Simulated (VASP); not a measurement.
Crystal: Al.

```xyz
1
Lattice="0.0000 2.0112 2.0112 2.0112 0.0000 2.0112 2.0112 2.0112 0.0000" Properties=species:S:1:pos:R:3 pbc="T T T"
Al    0.0000    0.0000    0.0000
```

Base run:

```yaml
Program: VASP 6.6.1
Functional: BLYP
Potentials_or_basis: VASP PAW PBE potentials, release 64 (Al)
Cutoff: 520 eV
k_mesh: 11 × 11 × 11
Occupations: fermi-dirac, width 0.05 eV
Spin: no spin polarisation
```

Its results: pressure 4.7 GPa.

Question: After a change of settings the same cell gave: pressure 2.2 GPa. Which change was it?
A. functional from BLYP to PBEsol; further incar settings from ALGO = Normal; EDIFF = 1e-06; NBANDS = 8 to ALGO = Fast; EDIFF = 1e-06; NBANDS = 8
B. functional from BLYP to LDA; potentials or basis from VASP PAW PBE potentials, release 64 (Al) to VASP PAW LDA potentials, release 64 (Al)
C. functional from BLYP to revPBE
D. further incar settings from ALGO = Normal; EDIFF = 1e-06; NBANDS = 8 to ALGO = Fast; EDIFF = 1e-06; NBANDS = 8; dispersion from none to D3(BJ)

Answer: C.

Caveats: the PAW data sets were made with another functional, which shifts forces and pressure a little.
